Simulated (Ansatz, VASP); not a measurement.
# Al3Cu2: VASP beside Ansatz

The input POSCAR:

```
Al3Cu2
1.0
    4.2658842546      0.0000000000      0.0000000000
   -2.1329421273      3.6943641341      0.0000000000
    0.0000000000      0.0000000000      5.3890503038
Al Cu
3 2
Direct
    0.0000000000      0.0000000000      0.0000000000
    0.3333333333      0.6666666667      0.3501725384
    0.6666666667      0.3333333333      0.6498274616
    0.3333333333      0.6666666667      0.8401683181
    0.6666666667      0.3333333333      0.1598316819
```

Contents of INCAR.step1:

```
PREC = Accurate
ENCUT = 520
ISMEAR = 0
SIGMA = 0.15
LREAL = F
LASPH = T
NELM = 60
NBANDS = 24
GGA = PE
ALGO = Normal
EDIFF = 1E-4
LWAVE = T
LCHARG = F
```

INCAR.step2

```
PREC = Accurate
ENCUT = 520
EDIFF = 1E-6
ISMEAR = 0
SIGMA = 0.15
LREAL = F
LASPH = T
NELM = 60
ALGO = Normal
ISIF = 2
LWAVE = F
LCHARG = T
METAGGA = R2SCAN
LMIXTAU = T
LELF = T
LVHAR = T
NBANDS = 24
ISTART = 1
```

File KPOINTS:

```
Automatic mesh
0
Gamma
  12 12 10
```

Input for Ansatz:

```yaml
crystal:
  lattice:
    - [4.2658842546, 0.0, 0.0]
    - [-2.1329421273, 3.6943641341, 0.0]
    - [0.0, 0.0, 5.3890503038]
  atoms:
    - { symbol: Al, position: [0.0, 0.0, 0.0] }
    - { symbol: Al, position: [0.3333333333, 0.6666666667, 0.3501725384] }
    - { symbol: Al, position: [0.6666666667, 0.3333333333, 0.6498274616] }
    - { symbol: Cu, position: [0.3333333333, 0.6666666667, 0.8401683181] }
    - { symbol: Cu, position: [0.6666666667, 0.3333333333, 0.1598316819] }
basis:
  ecutwfc: 500
kpoints:
  mp_grid: { grid: [12, 12, 10] }
hamiltonian:
  xc: r2scan
scf:
  occupations: { method: gaussian, width: 0.15 }
output:
  forces: true
  stress: true
  eigenvalues: true
  write_density: true
  write_potential: true
  elf: true
  volumetric_format: npy
```

Change from the starting cell: strain +0.040 along x and y, +0.080 along z, atoms carried along.

Alike in both runs: task single point; functional r2SCAN; k mesh 12 × 12 × 10; occupations gaussian, width 0.15 eV; no spin polarisation.

|  | VASP | Ansatz |
| --- | --- | --- |
| version | VASP 6.6.1 | Ansatz 0.2.0 |
| potentials or method | VASP PAW PBE potentials, release 64 (Al, Cu), cutoff 520 eV | scalar-relativistic, plane waves, PAW |
| valence electrons in the cell | 31 | 47 |

```csv
,VASP,Ansatz,Ansatz less VASP
gap on the k mesh at the Fermi level (eV),none,none,-
pressure (GPa),-12.3,-12.3,-0.02
"traceless stress, the component that is largest in VASP (GPa)",-2.76,-2.79,-0.026
rms of the force components (eV/Å),0.055,0.054,-0.0008
```

VASP's potentials were made for PBE, not for r2SCAN. Atom by atom the forces differ by 0.003 eV/Å (rms over components). A gap of «none» marks a metal or a gap that the smearing closes. VASP's potentials hold 31 valence electrons a cell and Ansatz's 47, so a difference there can come from the potentials and not from the codes.
